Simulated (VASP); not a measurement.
# Bi2Te3 (Tellurobismuthite) (R-3m) in VASP: a series of runs, part 2 of 2

VASP 6.6.1. Earlier steps stand in the parts before.

### Step 3. Single point, PBEsol

This run uses another cell than the first one, of 33.59 Å³/atom, 1.027 times its volume.

Input file INCAR:

```
SYSTEM = Bi2Te3
ALGO = Normal ; EDIFF = 1E-6
ENCUT = 520 ; GGA = PS
ISIF = 2 ; ISMEAR = -1
LASPH = .True. ; LCHARG = .False.
LREAL = .False. ; LWAVE = .False.
NBANDS = 32 ; NELM = 80
PREC = Accurate ; SIGMA = 0.02
```

Input file KPOINTS:

```
k-points
0
Gamma
  6 6 6
  0 0 0
```

Input file POSCAR:

```
Bi2Te3
1.0
    2.1902991127      1.2645697823     10.1050393792
   -2.1902991127      1.2645697823     10.1050393792
    0.0000000000     -2.5291395646     10.1050393792
Bi Te
2 3
Direct
    0.3998190621      0.3998190621      0.3998190621
    0.6001809379      0.6001809379      0.6001809379
    0.0000000000      0.0000000000      0.0000000000
    0.2099205013      0.2099205013      0.2099205013
    0.7900794987      0.7900794987      0.7900794987
```

Potentials or basis: VASP PAW PBE potentials, release 64 (Bi_d, Te).

On the command line:

```
$ cat potpaw_PBE.64/Bi_d/POTCAR potpaw_PBE.64/Te/POTCAR > POTCAR
$ mpirun -np 1 vasp_std > vasp.out
```

Wall time 6.7 min (1 thread of Intel Xeon 6975P-C (Granite Rapids), shared host); peak memory 0.95 GiB.

It converged, with:

| Quantity | Value |
| --- | --- |
| Free energy | -20.2963 eV |
| Pressure | 0.0 GPa |
| Largest force | 0.018 eV/Å |
| Band gap on the k mesh | 0.21 eV, direct |

Forces in eV/Å, atoms in the order of the input:
```
Bi   0.000  0.000 -0.012
Bi   0.000  0.000  0.012
Te   0.000  0.000  0.000
Te   0.000  0.000 -0.018
Te   0.000  0.000  0.018
```

Levels at points of the mesh, in eV from the valence-band top:
```tsv
k point	band 21	band 22	band 23	band 24	band 25	band 26	band 27	band 28
(0.00, 0.00, 0.00)	-1.73	-0.88	-0.88	0.00	0.21	0.63	0.63	1.91
(0.50, 0.00, 0.00)	-2.95	-2.41	-0.92	-0.51	0.54	1.07	2.74	2.80
(0.50, 0.50, 0.00)	-2.02	-1.83	-1.55	-0.94	0.88	1.46	2.08	2.66
(0.50, 0.50, 0.50)	-1.45	-1.17	-1.17	-0.43	0.77	1.12	1.12	1.65
```

Caveat: the PAW data sets were made with another functional, which shifts forces and pressure a little; spin-orbit coupling is left out, which moves the levels of the heavy elements.

### Step 4. Single point, PBE

This run uses another cell than the first one, of 36.51 Å³/atom, 1.117 times its volume.

Input file INCAR:

```
SYSTEM = Bi2Te3
  PREC = Accurate
  ENCUT = 520
  EDIFF = 1E-6
  ISMEAR = -1
  SIGMA = 0.02
  LREAL = .FALSE.
  LASPH = .TRUE.
  NELM = 80
  ALGO = Normal
  ISIF = 2
  LWAVE = .FALSE.
  LCHARG = .FALSE.
  GGA = PE
  NBANDS = 32
```

Input file KPOINTS:

```
Automatic mesh
0
G
  6 6 6
  0 0 0
```

Input file POSCAR:

```
Bi2Te3
1.0
    2.2231677066      1.2835464739     10.6633828607
   -2.2231677066      1.2835464739     10.6633828607
    0.0000000000     -2.5670929477     10.6633828607
Bi Te
2 3
Direct
    0.3974785283      0.3974785283      0.3974785283
    0.6025214717      0.6025214717      0.6025214717
    0.0000000000      0.0000000000      0.0000000000
    0.2153153223      0.2153153223      0.2153153223
    0.7846846777      0.7846846777      0.7846846777
```

On the command line:

```
$ cat potpaw_PBE.64/Bi_d/POTCAR potpaw_PBE.64/Te/POTCAR > POTCAR
$ mpirun -np 1 vasp_std > vasp.out
```

Run time: 16 min. Hardware: 1 thread of Intel Xeon 6975P-C (Granite Rapids), shared host; peak memory 1.1 GiB.

Results (log left out):

```yaml
Free_energy: -18.3995 eV
Pressure: 0.0 GPa
Largest_force: 0.009 eV/Å
Band_gap_on_the_k_mesh: 0.51 eV, direct
```

Forces in eV/Å, atoms in the order of the input:
```
Bi   0.000  0.000 -0.009
Bi   0.000  0.000  0.009
Te   0.000  0.000  0.000
Te   0.000  0.000 -0.008
Te   0.000  0.000  0.008
```

Levels at points of the mesh, in eV from the valence-band top:
| k point | band 20 | band 21 | band 22 | band 23 | band 24 | band 25 | band 26 | band 27 | band 28 | band 29 |
| --- | --- | --- | --- | --- | --- | --- | --- | --- | --- | --- |
| (0.00, 0.00, 0.00) | -1.29 | -1.29 | -0.61 | -0.61 | 0.00 | 0.51 | 1.08 | 1.08 | 2.05 | 2.25 |
| (0.50, 0.00, 0.00) | -2.51 | -2.38 | -1.70 | -0.70 | -0.47 | 0.90 | 1.62 | 2.70 | 3.01 | 3.65 |
| (0.50, 0.50, 0.00) | -2.14 | -1.62 | -1.46 | -1.00 | -0.85 | 1.40 | 1.53 | 2.16 | 2.84 | 3.14 |
| (0.50, 0.50, 0.50) | -1.17 | -1.17 | -0.73 | -0.73 | -0.26 | 0.79 | 1.31 | 1.31 | 1.92 | 2.02 |

Caveat: spin-orbit coupling is left out, which moves the levels of the heavy elements.

### Step 5. Single point, r2SCAN

This run uses another cell than the first one, of 36.40 Å³/atom, 1.113 times its volume.

Input file POSCAR:

```
Bi2Te3
1.0
    2.2085041452      1.2750804627     10.7705832470
   -2.2085041452      1.2750804627     10.7705832470
    0.0000000000     -2.5501609255     10.7705832470
Bi Te
2 3
Direct
    0.3968095638      0.3968095638      0.3968095638
    0.6031904362      0.6031904362      0.6031904362
    0.0000000000      0.0000000000      0.0000000000
    0.2169461421      0.2169461421      0.2169461421
    0.7830538579      0.7830538579      0.7830538579
```

Input file INCAR.step1:

```
PREC     = Accurate       # precision mode
ENCUT    = 520            # plane-wave cutoff, eV
ISMEAR   = -1             # smearing method
SIGMA    = 0.02           # smearing width, eV
LREAL    = False          # projectors in reciprocal space
LASPH    = True           # aspherical terms in the spheres
NELM     = 60             # most SCF steps
NBANDS   = 32             # bands
GGA      = PE             # functional
ALGO     = Normal         # electronic algorithm
EDIFF    = 1E-4           # SCF threshold, eV
LWAVE    = True           # write WAVECAR
LCHARG   = False          # write CHGCAR
```

Input file INCAR.step2:

```
PREC     = Accurate       # precision mode
ENCUT    = 520            # plane-wave cutoff, eV
EDIFF    = 1E-7           # SCF threshold, eV
ISMEAR   = -1             # smearing method
SIGMA    = 0.02           # smearing width, eV
LREAL    = False          # projectors in reciprocal space
LASPH    = True           # aspherical terms in the spheres
NELM     = 60             # most SCF steps
ALGO     = Normal         # electronic algorithm
ISIF     = 2              # what is computed and relaxed
LWAVE    = False          # write WAVECAR
LCHARG   = False          # write CHGCAR
METAGGA  = R2SCAN         # meta-GGA
LMIXTAU  = True         
NBANDS   = 32             # bands
ISTART   = 1
```

Input file KPOINTS:

```
regular mesh
0
Gamma
  6 6 6
```

On the command line:

```
$ cat potpaw_PBE.64/Bi_d/POTCAR potpaw_PBE.64/Te/POTCAR > POTCAR
$ cp INCAR.step1 INCAR
$ mpirun -np 1 vasp_std > vasp.out
$ cp INCAR.step2 INCAR
$ mpirun -np 1 vasp_std > vasp.out
```

It took 51 min on 1 thread of Intel Xeon 6975P-C (Granite Rapids), shared host; peak memory 1.3 GiB.

Results (log left out):

- Free energy: -194.6030 eV
- Pressure: 0.0 GPa
- Largest force: 0.011 eV/Å
- Band gap on the k mesh: 0.87 eV, direct

Forces in eV/Å, atoms in the order of the input:
```
Bi   0.000  0.000 -0.011
Bi   0.000  0.000  0.011
Te   0.000  0.000  0.000
Te   0.000  0.000 -0.010
Te   0.000  0.000  0.010
```

Levels at points of the mesh, in eV from the valence-band top:
```csv
k point,band 21,band 22,band 23,band 24,band 25,band 26,band 27,band 28
"(0.00, 0.00, 0.00)",-1.35,-0.65,-0.65,0.00,0.87,1.28,1.28,2.35
"(0.50, 0.00, 0.00)",-2.50,-1.68,-0.78,-0.51,1.21,1.88,2.92,3.32
"(0.50, 0.50, 0.00)",-1.68,-1.39,-1.02,-0.95,1.64,1.79,2.36,3.19
"(0.50, 0.50, 0.50)",-1.16,-0.75,-0.75,-0.22,1.04,1.47,1.47,2.26
```

Caveat: the PAW data sets were made with another functional, which shifts forces and pressure a little; spin-orbit coupling is left out, which moves the levels of the heavy elements.

### Step 6. Summary

| level | potentials or basis | cell | gap on the mesh (eV) | pressure (GPa) | largest force (eV/Å) |
| --- | --- | --- | --- | --- | --- |
| LDA | VASP PAW LDA potentials, release 64 (Bi_d, Te) | a = 10.274 Å, angles 24.5°, 5 atoms | 0.14 | 0.1 | 0.04 |
| PBEsol | VASP PAW PBE potentials, release 64 (Bi_d, Te) | a = 10.417 Å, angles 24.3°, 5 atoms | 0.21 | 0.0 | 0.02 |
| PBE | VASP PAW PBE potentials, release 64 (Bi_d, Te) | a = 10.968 Å, angles 23.4°, 5 atoms | 0.51 | 0.0 | 0.01 |
| r2SCAN | VASP PAW PBE potentials, release 64 (Bi_d, Te) | a = 11.068 Å, angles 23.0°, 5 atoms | 0.87 | 0.0 | 0.01 |

Alike in all rows: task single point; no spin polarisation; k mesh 6 × 6 × 6; cutoff (eV) 520; smearing fermi-dirac 0.02 eV.

Caveats: spin-orbit coupling is left out, which moves the levels of the heavy elements; the PAW data sets were made with another functional, which shifts forces and pressure a little (some runs).

Absolute energies hang on the potentials; compare differences alone.

### Step 7. How close it comes

Step 2. Against the measured gap of Bi2Te3, 0.17 eV (quoted in “Vacancy and Antisite-Induced Ferromagnetism in Liquid-Phase Exfoliated Bi2Te3”, 2024, arxiv:2412.10539), the calculated 0.14 eV is off by -0.03 eV. Spin-orbit coupling on Bi, Te is left out. The value is that of LDA on a finite k mesh, which can miss the band edges, without temperature or zero-point motion. Semilocal functionals fall short of measured gaps as a rule.

Step 3. Against the measured gap of Bi2Te3, 0.17 eV (quoted in “Vacancy and Antisite-Induced Ferromagnetism in Liquid-Phase Exfoliated Bi2Te3”, 2024, arxiv:2412.10539), the calculated 0.21 eV is off by +0.04 eV. Spin-orbit coupling on Bi, Te is left out. The value is that of PBEsol on a finite k mesh, which can miss the band edges, without temperature or zero-point motion.

Step 4. Against the measured gap of Bi2Te3, 0.17 eV (quoted in “Vacancy and Antisite-Induced Ferromagnetism in Liquid-Phase Exfoliated Bi2Te3”, 2024, arxiv:2412.10539), the calculated 0.51 eV is off by +0.34 eV. Spin-orbit coupling on Bi, Te is left out. The value is that of PBE on a finite k mesh, which can miss the band edges, without temperature or zero-point motion.

Step 5. Measured gap of Bi2Te3: 0.17 eV (quoted in “Vacancy and Antisite-Induced Ferromagnetism in Liquid-Phase Exfoliated Bi2Te3”, 2024, arxiv:2412.10539). This calculation gives 0.87 eV (+0.70 eV). Spin-orbit coupling on Bi, Te is left out. The value is that of r2SCAN on a finite k mesh, which can miss the band edges, without temperature or zero-point motion.
